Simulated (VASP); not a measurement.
Set up this calculation in VASP 6.6.1, as the native input.

* Task: single point
* Functional: r2SCAN
* Potentials or basis: VASP PAW PBE potentials, release 64 (Ti_sv, Hf_pv, O)
* Cutoff: 520 eV
* k mesh: 6 × 6 × 4
* Occupations: gaussian, width 0.01 eV
* Spin: no spin polarisation
* Dipole correction: no
* Further INCAR settings: ALGO = Normal; EDIFF = 1e-06; NBANDS = 57

The system is Hf3TiO8.

```
Ti Hf O
1.0
     3.37367   -3.38019    0.00000
     3.37367    3.38019    0.00000
     0.00000    0.00000    6.31733
Ti Hf O
1 3 8
Direct
  0.50000 0.50000 0.00000
  0.00000 0.00000 0.75455
  0.50000 0.50000 0.50000
  0.00000 0.00000 0.24545
  0.20478 0.20478 0.00000
  0.79522 0.79522 0.00000
  0.69076 0.30924 0.76177
  0.30924 0.69076 0.76177
  0.19447 0.19447 0.50000
  0.80553 0.80553 0.50000
  0.69076 0.30924 0.23823
  0.30924 0.69076 0.23823
```

These files were run (other wordings do the same):

POSCAR

```
Hf3TiO8
1.0
    3.3736669448     -3.3801882170      0.0000000000
    3.3736669448      3.3801882170      0.0000000000
    0.0000000000      0.0000000000      6.3173287857
Ti Hf O
1 3 8
Direct
    0.5000000000      0.5000000000      0.0000000000
    0.0000000000      0.0000000000      0.7545538070
    0.5000000000      0.5000000000      0.5000000000
    0.0000000000      0.0000000000      0.2454461930
    0.2047779087      0.2047779087      0.0000000000
    0.7952220913      0.7952220913      0.0000000000
    0.6907600261      0.3092399739      0.7617726512
    0.3092399739      0.6907600261      0.7617726512
    0.1944705642      0.1944705642      0.5000000000
    0.8055294358      0.8055294358      0.5000000000
    0.6907600261      0.3092399739      0.2382273488
    0.3092399739      0.6907600261      0.2382273488
```

INCAR.step1

```
PREC = Accurate
ENCUT = 520
ISMEAR = 0
SIGMA = 0.01
LREAL = F
LASPH = T
NELM = 100
NBANDS = 57
GGA = PE
ALGO = Normal
EDIFF = 1E-4
LWAVE = T
LCHARG = F
```

INCAR.step2

```
PREC = Accurate
ENCUT = 520
EDIFF = 1E-6
ISMEAR = 0
SIGMA = 0.01
LREAL = F
LASPH = T
NELM = 100
ALGO = Normal
ISIF = 2
LWAVE = F
LCHARG = F
METAGGA = R2SCAN
LMIXTAU = T
NBANDS = 57
ISTART = 1
```

KPOINTS

```
Automatic mesh
0
Gamma
  6 6 4
```

Potentials or basis: VASP PAW PBE potentials, release 64 (Ti_sv, Hf_pv, O).

Launch:

```console
$ cat potpaw_PBE.64/Ti_sv/POTCAR potpaw_PBE.64/Hf_pv/POTCAR potpaw_PBE.64/O/POTCAR > POTCAR
$ cp INCAR.step1 INCAR
$ mpirun -np 1 vasp_std > vasp.out
$ cp INCAR.step2 INCAR
$ mpirun -np 1 vasp_std > vasp.out
```

Results of the run:

| Quantity | Value |
| --- | --- |
| Pressure | -2.2 GPa |
| Largest force | 0.282 eV/Å |
| Band gap on the k mesh | 2.99 eV (least direct gap 3.00 eV) |

Caveat: the PAW data sets were made with another functional, which shifts forces and pressure a little; spin-orbit coupling is left out, which moves the levels of the heavy elements.

Wall time 11 min on 1 thread of Intel(R) Xeon(R) Platinum 8488C (Sapphire Rapids), with other jobs on the host, peak memory 0.42 GiB.
